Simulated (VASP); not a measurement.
# PdPt2 (Fm-3m) in VASP: notebook

The runs below take PdPt2 through single point, with PBE.

Everything below comes from runs of VASP 6.6.1. Logs are shortened: lines on timing, memory, paths and dates and some standing lists are left out, and cuts for length are marked.

### Step 1. The cell of the first run

It takes space group Fm-3m (No. 225, cubic). The conventional cell has a = 5.886 Å, b = 5.886 Å, c = 5.886 Å, α = 90.00°, β = 90.00°, γ = 90.00°. Pd (site symmetry m-3m) has 8 Pt at 2.55 Å within 3.4 Å. Within 3.4 Å of Pt (site symmetry -43m) lie 4 Pd at 2.55 Å and 6 Pt at 2.94 Å.

### Step 2. Single point, PBE

INCAR reads:

```
SYSTEM = PdPt2
ALGO = Normal ; EDIFF = 1E-6
ENCUT = 520 ; GGA = PE
ISIF = 2 ; ISMEAR = 0
LASPH = .True. ; LCHARG = .True.
LELF = .True. ; LREAL = .False.
LVHAR = .True. ; LWAVE = .False.
NBANDS = 22 ; NELM = 100
PREC = Accurate ; SIGMA = 0.1
```

KPOINTS reads:

```
k-points
0
Gamma
  6 6 6
  0 0 0
```

POSCAR reads:

```
PdPt2
1.0
    0.0000000000      2.9430583500      2.9430583500
    2.9430583500      0.0000000000      2.9430583500
    2.9430583500      2.9430583500      0.0000000000
Pd Pt
1 2
Direct
    0.0000000000      0.0000000000      0.0000000000
    0.2500000000      0.2500000000      0.2500000000
    0.7500000000      0.7500000000      0.7500000000
```

Potentials or basis: VASP PAW PBE potentials, release 64 (Pd, Pt).

Run with:

```
$ cat potpaw_PBE.64/Pd/POTCAR potpaw_PBE.64/Pt/POTCAR > POTCAR
$ mpirun -np 1 vasp_std > vasp.out
```

OUTCAR:

```text
SYSTEM = PdPt2
   EDIFF = 1E-6
   ENCUT = 520
   GGA = PE
   ISIF = 2
   ISMEAR = 0
   LASPH = .True.
   LREAL = .False.
   NELM = 100
   PREC = Accurate

 ion  position               nearest neighbor table
   1  0.000  0.000  0.000-   2 2.55   3 2.55   3 2.55   3 2.55   3 2.55   2 2.55   2 2.55   2 2.55

   2  0.250  0.250  0.250-   1 2.55   1 2.55   1 2.55   1 2.55   3 2.94   3 2.94   3 2.94   3 2.94
                             3 2.94   3 2.94
   3  0.750  0.750  0.750-   1 2.55   1 2.55   1 2.55   1 2.55   2 2.94   2 2.94   2 2.94   2 2.94
                             2 2.94   2 2.94

  LATTYP: Found a face centered cubic cell.
 ALAT       =     5.8861167000

  Lattice vectors:

 A1 = (   0.0000000000,   2.9430583500,   2.9430583500)
 A2 = (   2.9430583500,   0.0000000000,   2.9430583500)
 A3 = (   2.9430583500,   2.9430583500,   0.0000000000)

Analysis of symmetry for initial positions (statically):
=====================================================================
 Subroutine PRICEL returns:
 Original cell was already a primitive cell.

 Routine SETGRP: Setting up the symmetry group for a
 face centered cubic supercell.

 Subroutine GETGRP returns: Found 48 space group operations
 (whereof 48 operations were pure point group operations)
 out of a pool of 48 trial point group operations.

The static configuration has the point symmetry O_h .

Analysis of symmetry for dynamics (positions and initial velocities):
=====================================================================
 Subroutine PRICEL returns:
 Original cell was already a primitive cell.

 Routine SETGRP: Setting up the symmetry group for a
 face centered cubic supercell.

 Subroutine GETGRP returns: Found 48 space group operations
 (whereof 48 operations were pure point group operations)
 out of a pool of 48 trial point group operations.

The dynamic configuration has the point symmetry O_h .

 Subroutine INISYM returns: Found 48 space group operations
 (whereof 48 operations are pure point group operations),
 and found     1 'primitive' translations

----------------------------------------------------------------------------------------

                                     Primitive cell

  volume of cell :      50.9831

  direct lattice vectors                    reciprocal lattice vectors
     0.000000000  2.943058350  2.943058350    -0.169891297  0.169891297  0.169891297
     2.943058350  0.000000000  2.943058350     0.169891297 -0.169891297  0.169891297
     2.943058350  2.943058350  0.000000000     0.169891297  0.169891297 -0.169891297

  length of vectors
     4.162113033  4.162113033  4.162113033     0.294260358  0.294260358  0.294260358

  position of ions in fractional coordinates (direct lattice)
     0.000000000  0.000000000  0.000000000
     0.250000000  0.250000000  0.250000000
     0.750000000  0.750000000  0.750000000

  ion indices of the primitive-cell ions
   primitive index   ion index
                 1           1
                 2           2
                 3           3

----------------------------------------------------------------------------------------

 KPOINTS: k-points

Automatic generation of k-mesh.
 Grid dimensions read from file:
 generate k-points for:    6    6    6

 Generating k-lattice:

  Cartesian coordinates                     Fractional coordinates (reciprocal lattice)
    -0.028315216  0.028315216  0.028315216     0.166666667  0.000000000  0.000000000
     0.028315216 -0.028315216  0.028315216     0.000000000  0.166666667  0.000000000
     0.028315216  0.028315216 -0.028315216     0.000000000  0.000000000  0.166666667

  Length of vectors
     0.049043393  0.049043393  0.049043393

  Shift w.r.t. Gamma in fractional coordinates (k-lattice)
     0.000000000  0.000000000  0.000000000

 Subroutine IBZKPT returns following result:
 ===========================================

 Found     16 irreducible k-points:

 Following reciprocal coordinates:
            Coordinates               Weight
  0.000000  0.000000  0.000000      1.000000
  0.166667  0.000000  0.000000      8.000000
  0.333333  0.000000  0.000000      8.000000
  0.500000  0.000000  0.000000      4.000000
  0.166667  0.166667  0.000000      6.000000
  0.333333  0.166667  0.000000     24.000000
[... 8 lines left out ...]
 -0.333333  0.333333  0.166667     24.000000
 -0.333333  0.500000  0.166667     12.000000
   k-points           NKPTS =     16   k-points in BZ     NKDIM =     16   number of bands    NBANDS=     22
   number of dos      NEDOS =    301   number of ions     NIONS =      3
   total plane-waves  NPLWV =  32768
   dimension x,y,z NGX =    32 NGY =   32 NGZ =   32
   dimension x,y,z NGXF=    64 NGYF=   64 NGZF=   64
   ions per type =               1   2
   NGX,Y,Z   is equivalent  to a cutoff of  12.78, 12.78, 12.78 a.u.
   NGXF,Y,Z  is equivalent  to a cutoff of  25.56, 25.56, 25.56 a.u.
 SYSTEM =  PdPt2
   PREC   = accura    normal or accurate (medium, high low for compatibility)
   ISTART =      0    job   : 0-new  1-cont  2-samecut
   ICHARG =      2    charge: 1-file 2-atom 10-const
   ISPIN  =      1    spin polarized calculation?
   LNONCOLLINEAR =      F non collinear calculations
   LSORBIT =      F    spin-orbit coupling
   LASPH  =      T    aspherical Exc in radial PAW
   ENCUT  =  520.0 eV  38.22 Ry    6.18 a.u.   7.74  7.74  7.74*2*pi/ulx,y,z
   NELM   =    100;   NELMIN=  2; NELMDL= -5     # of ELM steps
   EDIFF  = 0.1E-05   stopping-criterion for ELM
   LREAL  =      F    real-space projection
   EDIFFG = 0.1E-04   stopping-criterion for IOM
   NSW    =      0    number of steps for IOM
   IBRION =     -1    ionic relax: 0-MD 1-quasi-New 2-CG
   NFREE  =      0    steps in history (QN), initial steepest desc. (CG)
   ISIF   =      2    stress and relaxation
   ISYM   =      2    0-nonsym 1-usesym 2-fastsym
   POTIM  = 0.5000    time-step for ionic-motion
   TEBEG  =    0.0;   TEEND  =   0.0 temperature during run
   PSTRESS=    0.0 pullay stress
   NELECT =      30.0000    total number of electrons
   NUPDOWN=      -1.0000    fix difference up-down
   EMIN   =  10.00;   EMAX   =-10.00  energy-range for DOS
   EFERMI =   0.00;   METHOD = LEGACY
   ISMEAR =     0;   SIGMA  =   0.10  broadening in eV -4-tet -1-fermi 0-gaus
   EFERMI_NEDOS =   21; number of points for ismear=-14 and -15
   IALGO  =     38    algorithm
   IMIX   =      4    mixing-type and parameters
     AMIX     =   0.40;   BMIX     =  1.00
     AMIX_MAG =   1.60;   BMIX_MAG =  1.00
  volume/ion in A,a.u.               =      16.99       114.68
  Fermi-wavevector in a.u.,A,eV,Ry     =   1.371849  2.592419 25.605760  1.881970
  Thomas-Fermi vector in A             =   2.497509
   LORBIT       =      0    0 simple, 1 ext, 2 COOP (PROOUT), +10 PAW based schemes
   GGA     = PE    functional components
   LHFCALC =     F    Hartree Fock is set to
   AEXX    =    0.0000 exact exchange contribution
   IVDW    =     0    specifies the selected vdW correction
   LEPSILON=     F    determine dielectric tensor
   LRPA    =     F    only Hartree local field effects (RPA)
 non-spin polarized calculation
 Gauss-broadening in eV      SIGMA  =   0.10
  energy-cutoff  :      520.00
  volume of cell :       50.98
 maximum number of plane-waves:      1384
   NGX = 15   NGY = 15   NGZ = 15

 number of electron      30.0000002 magnetization

 Free energy of the ion-electron system (eV)
  ---------------------------------------------------
  ext. energy  EPLUGINS =         0.00000000
  ---------------------------------------------------
  free energy    TOTEN  =       -15.76399755 eV

  energy without entropy =      -15.72233448  energy(sigma->0) =      -15.74316601

 E-fermi :   8.7869     XC(G=0): -12.4263

 val. band max:        8.7665242674   @ k =   0.5000   0.3333   0.0000
 cond. band min:       8.7898565402   @ k =  -0.3333   0.3333   0.1667
 fundamental gap:      0.0233322728
 Fermi energy:         8.7868724357

 k-point     1 :       0.0000    0.0000    0.0000
  band No.  band energies     occupation
      1       0.5590      2.00000
      2       3.0011      2.00000
      3       3.0011      2.00000
      4       4.5502      2.00000
      5       4.5502      2.00000
      6       4.5502      2.00000
[... 14 lines left out ...]
     21      18.3313      0.00000
     22      19.6208      0.00000

 k-point     2 :       0.1667    0.0000    0.0000
  band No.  band energies     occupation
      1       1.0053      2.00000
      2       3.2090      2.00000
      3       3.2090      2.00000
      4       3.9866      2.00000
      5       4.2562      2.00000
      6       4.2562      2.00000
[... 14 lines left out ...]
     21      19.0010      0.00000
     22      19.6225      0.00000

 k-point     3 :       0.3333    0.0000    0.0000
  band No.  band energies     occupation
      1       2.1710      2.00000
      2       3.7598      2.00000
      3       3.7598      2.00000
      4       3.8567      2.00000
      5       4.0397      2.00000
      6       4.0397      2.00000
[... 14 lines left out ...]
     21      19.0618      0.00000
     22      19.5517      0.00000

 k-point     4 :       0.5000    0.0000    0.0000
  band No.  band energies     occupation
      1       3.1496      2.00000
      2       3.9341      2.00000
      3       3.9341      2.00000
      4       4.0212      2.00000
      5       4.2246      2.00000
      6       4.2246      2.00000
[... 14 lines left out ...]
     21      19.0386      0.00000
     22      19.5000      0.00000

 k-point     5 :       0.1667    0.1667    0.0000
  band No.  band energies     occupation
      1       1.1390      2.00000
      2       3.2518      2.00000
      3       3.2666      2.00000
      4       4.0992      2.00000
      5       4.0992      2.00000
      6       4.2284      2.00000
[... 217 lines left out ...]
 k-point    14 :       0.5000    0.3333    0.1667
  band No.  band energies     occupation
      1       2.6978      2.00000
      2       3.3512      2.00000
      3       3.4962      2.00000
      4       3.9986      2.00000
      5       4.0676      2.00000
      6       4.3776      2.00000
[... 14 lines left out ...]
     21      19.7610      0.00000
     22      21.0067      0.00000

 k-point    15 :      -0.3333    0.3333    0.1667
  band No.  band energies     occupation
      1       3.0247      2.00000
      2       3.0568      2.00000
      3       3.8360      2.00000
      4       3.9409      2.00000
      5       4.0649      2.00000
      6       4.9101      2.00000
[... 14 lines left out ...]
     21      19.7921      0.00000
     22      22.2781      0.00000

 k-point    16 :      -0.3333    0.5000    0.1667
  band No.  band energies     occupation
      1       2.8205      2.00000
      2       3.1126      2.00000
      3       3.3919      2.00000
      4       4.0887      2.00000
      5       4.4398      2.00000
      6       4.7009      2.00000
[... 14 lines left out ...]
     21      20.3791      0.00000
     22      22.3729      0.00000

------------------------ aborting loop because EDIFF is reached ----------------------------------------

  FORCE on cell =-STRESS in cart. coord.  units (eV):
  Direction    XX          YY          ZZ          XY          YZ          ZX
  --------------------------------------------------------------------------------------
  -------------------------------------------------------------------------------------
  Total        4.4773300      4.4773300      4.4773300      0.0000000      0.0000000      0.0000000
  in kB      140.7029070    140.7029070    140.7029070      0.0000000      0.0000000      0.0000000
  external PRESSURE =     140.7029070 kB  Pullay stress =       0.0000000 kB

 VOLUME and BASIS-vectors are now :
 -----------------------------------------------------------------------------
  energy-cutoff  :      520.00
  volume of cell :       50.98
      direct lattice vectors                 reciprocal lattice vectors
     0.000000000  2.943058350  2.943058350    -0.169891297  0.169891297  0.169891297
     2.943058350  0.000000000  2.943058350     0.169891297 -0.169891297  0.169891297
     2.943058350  2.943058350  0.000000000     0.169891297  0.169891297 -0.169891297

 POSITION                                       TOTAL-FORCE (eV/Angst)
 -----------------------------------------------------------------------------------
      0.00000      0.00000      0.00000        -0.000000      0.000000     -0.000000
      1.47153      1.47153      1.47153        -0.000000     -0.000000     -0.000000
      4.41459      4.41459      4.41459         0.000000      0.000000      0.000000
 -----------------------------------------------------------------------------------
    total drift:                                0.000000     -0.000000      0.000000

  FREE ENERGIE OF THE ION-ELECTRON SYSTEM (eV)
  ---------------------------------------------------
  free  energy   TOTEN  =       -15.7639975549 eV

  energy  without entropy=      -15.7223344751  energy(sigma->0) =      -15.74316601
```

Wall time 11 s (1 thread of Intel Xeon Platinum 8488C (Sapphire Rapids), shared host); peak memory 0.18 GiB.

What came out:

```
Free energy            : -15.7640 eV
Pressure               : 14.1 GPa
Band gap on the k mesh : zero (band 15 reaches 9.30 eV, above the bottom of band 16 at 8.60 eV)
```

Caveat: spin-orbit coupling is left out, which moves the levels of the heavy elements.

### Step 3. Single point, PBE

This run uses another cell than the first one, of 18.31 Å³/atom, 1.078 times its volume.

INCAR reads:

```
SYSTEM = PdPt2
PREC = Accurate
ENCUT = 520
EDIFF = 1E-6
ISMEAR = 0
SIGMA = 0.1
LREAL = .False.
LASPH = .True.
NELM = 100
ALGO = Normal
ISIF = 2
LWAVE = .False.
LCHARG = .True.
GGA = PE
LELF = .True.
LVHAR = .True.
NBANDS = 22
```

KPOINTS reads:

```
Automatic mesh
0
Gamma
  6 6 6
  0 0 0
```

POSCAR reads:

```
PdPt2
1.0
    0.0000000000      3.0172537288      3.0172537288
    3.0172537288      0.0000000000      3.0172537288
    3.0172537288      3.0172537288      0.0000000000
Pd Pt
1 2
Direct
    0.0000000000      0.0000000000      0.0000000000
    0.2500000000      0.2500000000      0.2500000000
    0.7500000000      0.7500000000      0.7500000000
```

Potentials or basis: VASP PAW PBE potentials, release 64 (Pd, Pt).

Run with:

```
$ cat potpaw_PBE.64/Pd/POTCAR potpaw_PBE.64/Pt/POTCAR > POTCAR
$ mpirun -np 1 vasp_std > vasp.out
```

OUTCAR:

```text
SYSTEM = PdPt2
   PREC = Accurate
   ENCUT = 520
   EDIFF = 1E-6
   ISMEAR = 0
   LREAL = .False.
   LASPH = .True.
   NELM = 100
   ISIF = 2
   GGA = PE

 ion  position               nearest neighbor table
   1  0.000  0.000  0.000-   3 2.61   3 2.61   3 2.61   2 2.61   3 2.61   2 2.61   2 2.61   2 2.61

   2  0.250  0.250  0.250-   1 2.61   1 2.61   1 2.61   1 2.61   3 3.02   3 3.02   3 3.02   3 3.02
                             3 3.02   3 3.02
   3  0.750  0.750  0.750-   1 2.61   1 2.61   1 2.61   1 2.61   2 3.02   2 3.02   2 3.02   2 3.02
                             2 3.02   2 3.02

[... 587 lines left out ...]
  --------------------------------------------------------------------------------------
  -------------------------------------------------------------------------------------
  Total       -0.1572986     -0.1572986     -0.1572986      0.0000000     -0.0000000      0.0000000
  in kB       -4.5874345     -4.5874345     -4.5874345      0.0000000     -0.0000000      0.0000000
  external PRESSURE =      -4.5874345 kB  Pullay stress =       0.0000000 kB

 VOLUME and BASIS-vectors are now :
 -----------------------------------------------------------------------------
  energy-cutoff  :      520.00
  volume of cell :       54.94
      direct lattice vectors                 reciprocal lattice vectors
     0.000000000  3.017253729  3.017253729    -0.165713607  0.165713607  0.165713607
     3.017253729  0.000000000  3.017253729     0.165713607 -0.165713607  0.165713607
     3.017253729  3.017253729  0.000000000     0.165713607  0.165713607 -0.165713607

 POSITION                                       TOTAL-FORCE (eV/Angst)
 -----------------------------------------------------------------------------------
      0.00000      0.00000      0.00000         0.000000      0.000000      0.000000
      1.50863      1.50863      1.50863         0.000000      0.000000     -0.000000
      4.52588      4.52588      4.52588        -0.000000     -0.000000     -0.000000
 -----------------------------------------------------------------------------------
    total drift:                                0.000000     -0.000000      0.000000

  FREE ENERGIE OF THE ION-ELECTRON SYSTEM (eV)
  ---------------------------------------------------
  free  energy   TOTEN  =       -15.9200971805 eV

  energy  without entropy=      -15.8749147871  energy(sigma->0) =      -15.89750598
```

OSZICAR:

```text
N       E                     dE             d eps       ncg     rms          rms(c)
DAV:   1     0.173262375771E+03    0.17326E+03   -0.15014E+04   704   0.129E+03
DAV:   2    -0.125377030187E+02   -0.18580E+03   -0.17335E+03   788   0.281E+02
DAV:   3    -0.168505478522E+02   -0.43128E+01   -0.42512E+01   812   0.439E+01
DAV:   4    -0.168934561860E+02   -0.42908E-01   -0.42874E-01   836   0.444E+00
DAV:   5    -0.168944055121E+02   -0.94933E-03   -0.94930E-03   830   0.712E-01    0.150E+01
DAV:   6    -0.159905880038E+02    0.90382E+00   -0.20465E+00   764   0.115E+01    0.814E+00
DAV:   7    -0.159966185589E+02   -0.60306E-02   -0.41535E-01   818   0.805E+00    0.479E+00
DAV:   8    -0.159306237618E+02    0.65995E-01   -0.24060E-01   782   0.693E+00    0.276E+00
DAV:   9    -0.159201431234E+02    0.10481E-01   -0.18391E-02   770   0.168E+00    0.151E-01
DAV:  10    -0.159200811112E+02    0.62012E-04   -0.43831E-04   836   0.159E-01    0.419E-02
DAV:  11    -0.159200992142E+02   -0.18103E-04   -0.37158E-05   776   0.515E-02    0.196E-02
DAV:  12    -0.159200973529E+02    0.18613E-05   -0.12650E-05   794   0.336E-02    0.343E-03
DAV:  13    -0.159200971805E+02    0.17245E-06   -0.28286E-07   484   0.561E-03
   1 F= -.15920097E+02 E0= -.15897506E+02  d E =-.451824E-01
```

Wall time 12 s (1 thread of Intel Xeon Platinum 8488C (Sapphire Rapids), shared host); peak memory 0.18 GiB.

Results:

- Free energy: -15.9201 eV
- Pressure: -0.5 GPa
- Band gap on the k mesh: zero (band 15 reaches 8.06 eV, above the bottom of band 16 at 7.45 eV)

Levels at points of the mesh, in eV from the Fermi level:
```
           k point  band 12  band 13  band 14  band 15  band 16  band 17  band 18  band 19
(0.00, 0.00, 0.00)    -0.29    -0.29    -0.29     0.08     0.08     7.57     8.50     8.50
(0.50, 0.00, 0.00)    -1.83    -0.90    -0.90    -0.18    -0.18     0.84     7.97     7.97
(0.50, 0.50, 0.00)    -0.95     0.01     0.11     0.11     0.58     1.21     2.24     2.24
```

Caveat: spin-orbit coupling is left out, which moves the levels of the heavy elements.
